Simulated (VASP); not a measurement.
# I (Fmmm) in VASP: electric field gradients with LDA

Aim: the electric field gradients of I with LDA.

Everything below comes from runs of VASP 6.6.1. Logs are shortened: lines on timing, memory, paths and dates and some standing lists are left out, and cuts for length are marked.

### Step 1. The cell of the first run

The structure is orthorhombic, space group Fmmm (No. 69). Conventional cell: a = 4.384 Å, b = 4.731 Å, c = 7.820 Å, α = 90.00°, β = 90.00°, γ = 90.00°. Within 4.2 Å of I (site symmetry mmm) lie 4 I at 3.23 Å.

### Step 2. Electric field gradients, LDA

Input file INCAR:

```
ALGO     = Normal         # electronic algorithm
EDIFF    = 1E-8           # SCF threshold, eV
ENCUT    = 520            # plane-wave cutoff, eV
ISIF     = 2              # what is computed and relaxed
ISMEAR   = -1             # smearing method
LASPH    = True           # aspherical terms in the spheres
LCHARG   = False          # write CHGCAR
LEFG     = True         
LREAL    = False          # projectors in reciprocal space
LWAVE    = False          # write WAVECAR
NBANDS   = 10             # bands
NELM     = 60             # most SCF steps
PREC     = Accurate       # precision mode
SIGMA    = 0.03           # smearing width, eV
```

Input file KPOINTS:

```
k-points
0
Gamma
  14 14 14
```

Input file POSCAR:

```
I
1.0
    0.0000000000      2.3656004428      3.9098401324
    2.1922454667      0.0000000000      3.9098401324
    2.1922454667      2.3656004428      0.0000000000
I
1
Direct
    0.0000000000      0.0000000000      0.0000000000
```

Potentials or basis: VASP PAW LDA potentials, release 64 (I).

Command:

```console
cat potpaw_LDA.64/I/POTCAR > POTCAR
mpirun -np 1 vasp_std > vasp.out
```

OUTCAR:

```text
EDIFF = 1E-8
   ENCUT = 520
   ISIF = 2
   ISMEAR = -1
   LASPH = True
   LREAL = False
   NELM = 60
   PREC = Accurate

 ion  position               nearest neighbor table
   1  0.000  0.000  0.000-

  LATTYP: Found a face centered orthorhombic cell.
 ALAT       =     4.3844909334
 B/A-ratio  =     1.0790764441
 C/A-ratio  =     1.7834864717

  Lattice vectors:

 A1 = (   0.0000000000,   2.3656004428,   3.9098401324)
 A2 = (   2.1922454667,   0.0000000000,   3.9098401324)
 A3 = (   2.1922454667,   2.3656004428,   0.0000000000)

Analysis of symmetry for initial positions (statically):
=====================================================================
 Subroutine PRICEL returns:
 Original cell was already a primitive cell.

 Routine SETGRP: Setting up the symmetry group for a
 face centered orthorhombic supercell.

 Subroutine GETGRP returns: Found  8 space group operations
 (whereof  8 operations were pure point group operations)
 out of a pool of  8 trial point group operations.

The static configuration has the point symmetry D_2h.

Analysis of symmetry for dynamics (positions and initial velocities):
=====================================================================
 Subroutine PRICEL returns:
 Original cell was already a primitive cell.

 Routine SETGRP: Setting up the symmetry group for a
 face centered orthorhombic supercell.

 Subroutine GETGRP returns: Found  8 space group operations
 (whereof  8 operations were pure point group operations)
 out of a pool of  8 trial point group operations.

The dynamic configuration has the point symmetry D_2h.

 Subroutine INISYM returns: Found  8 space group operations
 (whereof  8 operations are pure point group operations),
 and found     1 'primitive' translations

----------------------------------------------------------------------------------------

                                     Primitive cell

  volume of cell :      40.5527

  direct lattice vectors                    reciprocal lattice vectors
     0.000000000  2.365600443  3.909840132    -0.228076649  0.211362828  0.127882467
     2.192245467  0.000000000  3.909840132     0.228076649 -0.211362828  0.127882467
     2.192245467  2.365600443  0.000000000     0.228076649  0.211362828 -0.127882467

  length of vectors
     4.569782852  4.482498193  3.225214046     0.336224818  0.336224818  0.336224818

  position of ions in fractional coordinates (direct lattice)
     0.000000000  0.000000000  0.000000000

  ion indices of the primitive-cell ions
   primitive index   ion index
                 1           1

----------------------------------------------------------------------------------------

 KPOINTS: k-points

Automatic generation of k-mesh.
 Grid dimensions read from file:
 generate k-points for:   14   14   14

 Generating k-lattice:

  Cartesian coordinates                     Fractional coordinates (reciprocal lattice)
    -0.016291189  0.015097345  0.009134462     0.071428571  0.000000000  0.000000000
     0.016291189 -0.015097345  0.009134462     0.000000000  0.071428571  0.000000000
     0.016291189  0.015097345 -0.009134462     0.000000000  0.000000000  0.071428571

  Length of vectors
     0.024016058  0.024016058  0.024016058

  Shift w.r.t. Gamma in fractional coordinates (k-lattice)
     0.000000000  0.000000000  0.000000000

 Subroutine IBZKPT returns following result:
 ===========================================

 Found    428 irreducible k-points:

 Following reciprocal coordinates:
            Coordinates               Weight
  0.000000  0.000000  0.000000      1.000000
  0.071429  0.000000  0.000000      8.000000
  0.142857  0.000000  0.000000      8.000000
  0.214286 -0.000000  0.000000      8.000000
  0.285714  0.000000  0.000000      8.000000
  0.357143  0.000000  0.000000      8.000000
[... 16 lines left out ...]
  0.214286  0.142857  0.000000      8.000000
  0.285714  0.142857  0.000000      8.000000
 [... further k-points ...]
   k-points           NKPTS =    428   k-points in BZ     NKDIM =    428   number of bands    NBANDS=     10
   number of dos      NEDOS =    301   number of ions     NIONS =      1
   total plane-waves  NPLWV =  31104
   dimension x,y,z NGX =    36 NGY =   36 NGZ =   24
   dimension x,y,z NGXF=    72 NGYF=   72 NGZF=   48
   ions per type =               1
   NGX,Y,Z   is equivalent  to a cutoff of  13.10, 13.35, 12.37 a.u.
   NGXF,Y,Z  is equivalent  to a cutoff of  26.19, 26.70, 24.74 a.u.
 SYSTEM =  unknown system
   PREC   = accura    normal or accurate (medium, high low for compatibility)
   ISTART =      0    job   : 0-new  1-cont  2-samecut
   ICHARG =      2    charge: 1-file 2-atom 10-const
   ISPIN  =      1    spin polarized calculation?
   LNONCOLLINEAR =      F non collinear calculations
   LSORBIT =      F    spin-orbit coupling
   LASPH  =      T    aspherical Exc in radial PAW
   ENCUT  =  520.0 eV  38.22 Ry    6.18 a.u.   8.50  8.33  6.00*2*pi/ulx,y,z
   NELM   =     60;   NELMIN=  2; NELMDL= -5     # of ELM steps
   EDIFF  = 0.1E-07   stopping-criterion for ELM
   LREAL  =      F    real-space projection
   EDIFFG = 0.1E-06   stopping-criterion for IOM
   NSW    =      0    number of steps for IOM
   IBRION =     -1    ionic relax: 0-MD 1-quasi-New 2-CG
   NFREE  =      0    steps in history (QN), initial steepest desc. (CG)
   ISIF   =      2    stress and relaxation
   ISYM   =      2    0-nonsym 1-usesym 2-fastsym
   POTIM  = 0.5000    time-step for ionic-motion
   TEBEG  =    0.0;   TEEND  =   0.0 temperature during run
   PSTRESS=    0.0 pullay stress
   NELECT =       7.0000    total number of electrons
   NUPDOWN=      -1.0000    fix difference up-down
   EMIN   =  10.00;   EMAX   =-10.00  energy-range for DOS
   EFERMI =   0.00;   METHOD = LEGACY
   ISMEAR =    -1;   SIGMA  =   0.03  broadening in eV -4-tet -1-fermi 0-gaus
   EFERMI_NEDOS =   21; number of points for ismear=-14 and -15
   IALGO  =     38    algorithm
   IMIX   =      4    mixing-type and parameters
     AMIX     =   0.40;   BMIX     =  1.00
     AMIX_MAG =   1.60;   BMIX_MAG =  1.00
  volume/ion in A,a.u.               =      40.55       273.66
  Fermi-wavevector in a.u.,A,eV,Ry     =   0.911523  1.722529 11.304731  0.830874
  Thomas-Fermi vector in A             =   2.035812
   LORBIT       =      0    0 simple, 1 ext, 2 COOP (PROOUT), +10 PAW based schemes
   GGA     = CA    functional components
   LHFCALC =     F    Hartree Fock is set to
   AEXX    =    0.0000 exact exchange contribution
   IVDW    =     0    specifies the selected vdW correction
   LEPSILON=     F    determine dielectric tensor
   LRPA    =     F    only Hartree local field effects (RPA)
 non-spin polarized calculation
  energy-cutoff  :      520.00
  volume of cell :       40.55
 maximum number of plane-waves:      1112
 NGX is ok and might be reduce to    36
   NGX = 17   NGY = 17   NGZ = 11

 number of electron       7.0000000 magnetization

 Free energy of the ion-electron system (eV)
  ---------------------------------------------------
  ext. energy  EPLUGINS =         0.00000000
  ---------------------------------------------------
  free energy    TOTEN  =        -1.93214830 eV

  energy without entropy =       -1.93070843  energy(sigma->0) =       -1.93142836

 E-fermi :   3.3537     XC(G=0):  -8.6034

 val. band max:        3.3492570660   @ k =   0.5000  -0.4286   0.0714
 cond. band min:       3.3571357610   @ k =  -0.4286   0.0000   0.1429
 fundamental gap:      0.0078786951
 Fermi energy:         3.3537438980

 k-point     1 :       0.0000    0.0000    0.0000
  band No.  band energies     occupation
      1     -10.5943      2.00000
      2       1.4120      2.00000
      3       4.0713      0.00000
      4       4.3527      0.00000
      5       7.5798      0.00000
      6      10.8398      0.00000
      7      11.4375      0.00000
      8      15.3830      0.00000
      9      15.5307      0.00000
     10      15.6913      0.00000

 k-point     2 :       0.0714    0.0000    0.0000
  band No.  band energies     occupation
      1     -10.5396      2.00000
      2       1.4084      2.00000
      3       3.6694      0.00005
      4       4.2767      0.00000
      5       7.7504      0.00000
      6      11.0631      0.00000
      7      11.8502      0.00000
      8      13.9685      0.00000
      9      15.6027      0.00000
     10      16.0711      0.00000
[... 274 lines left out ...]
 k-point    24 :       0.2857    0.1429    0.0000
  band No.  band energies     occupation
      1     -10.3006      2.00000
      2       0.5542      2.00000
      3       2.4967      2.00000
      4       4.2805      0.00000
      5       9.6899      0.00000
      6      11.0087      0.00000
      7      12.7091      0.00000
      8      13.7802      0.00000
      9      16.4453      0.00000
     10      17.2884      0.00000

 [... further k-points ...]
[... 5 lines left out ...]
  --------------------------------------------------------------------------------------
  -------------------------------------------------------------------------------------
  Total       -0.6781958     -0.8136287     -0.2562180     -0.0000000      0.0000000      0.0000000
  in kB      -26.7945273    -32.1452848    -10.1227993     -0.0000000      0.0000000      0.0000000
  external PRESSURE =     -23.0208705 kB  Pullay stress =       0.0000000 kB

 VOLUME and BASIS-vectors are now :
 -----------------------------------------------------------------------------
  energy-cutoff  :      520.00
  volume of cell :       40.55
      direct lattice vectors                 reciprocal lattice vectors
     0.000000000  2.365600443  3.909840132    -0.228076649  0.211362828  0.127882467
     2.192245467  0.000000000  3.909840132     0.228076649 -0.211362828  0.127882467
     2.192245467  2.365600443  0.000000000     0.228076649  0.211362828 -0.127882467

 POSITION                                       TOTAL-FORCE (eV/Angst)
 -----------------------------------------------------------------------------------
      0.00000      0.00000      0.00000        -0.000000      0.000000      0.000000
 -----------------------------------------------------------------------------------
    total drift:                                0.000000      0.000000     -0.000000

  FREE ENERGIE OF THE ION-ELECTRON SYSTEM (eV)
  ---------------------------------------------------
  free  energy   TOTEN  =        -1.9321482992 eV

  energy  without entropy=       -1.9307084273  energy(sigma->0) =       -1.93142836

 Electric field gradients (V/A^2)
---------------------------------------------------------------------
 ion       V_xx      V_yy      V_zz      V_xy      V_xz      V_yz
---------------------------------------------------------------------
   1     336.600   455.519  -792.119     0.000    -0.000    -0.000
---------------------------------------------------------------------

 Electric field gradients after diagonalization (V/A^2)
 (convention: |V_zz| > |V_xx| > |V_yy|)
----------------------------------------------------------------------
 ion       V_xx      V_yy      V_zz     asymmetry (V_yy - V_xx)/ V_zz
----------------------------------------------------------------------
   1     455.519   336.600  -792.119       0.150
----------------------------------------------------------------------

           NMR quadrupolar parameters

 Cq : quadrupolar parameter    Cq=e*Q*V_zz/h
 eta: asymmetry parameters     (V_yy - V_xx)/ V_zz
 Q  : nuclear electric quadrupole moment in mb (millibarn)
----------------------------------------------------------------------
 ion       Cq(MHz)       eta       Q (mb)
----------------------------------------------------------------------
   1      -1.915       0.150       1.000
----------------------------------------------------------------------
```

Wall time 3.5 min (1 thread of Oxide Virtual Turin-like, shared host); peak memory 0.25 GiB.

What came out:

```yaml
Free_energy: -1.9321 eV
Pressure: -2.3 GPa
```

Stress tensor (GPa, compression positive):
```
-2.68  0.00  0.00
 0.00 -3.21  0.00
 0.00  0.00 -1.01
```

Electric field gradients, principal values (V/Å²):
```csv
atom,least,middle,greatest (by size)
1 I,336.600,455.519,-792.119
```

Caveat: without QUAD_EFG the Cq values of the log hold for a quadrupole moment of 1 mb, not for the nuclei; spin-orbit coupling is left out, which moves the levels of the heavy elements; an odd number of electrons without spin polarisation forces a metal; a magnetic or distorted state may lie lower.
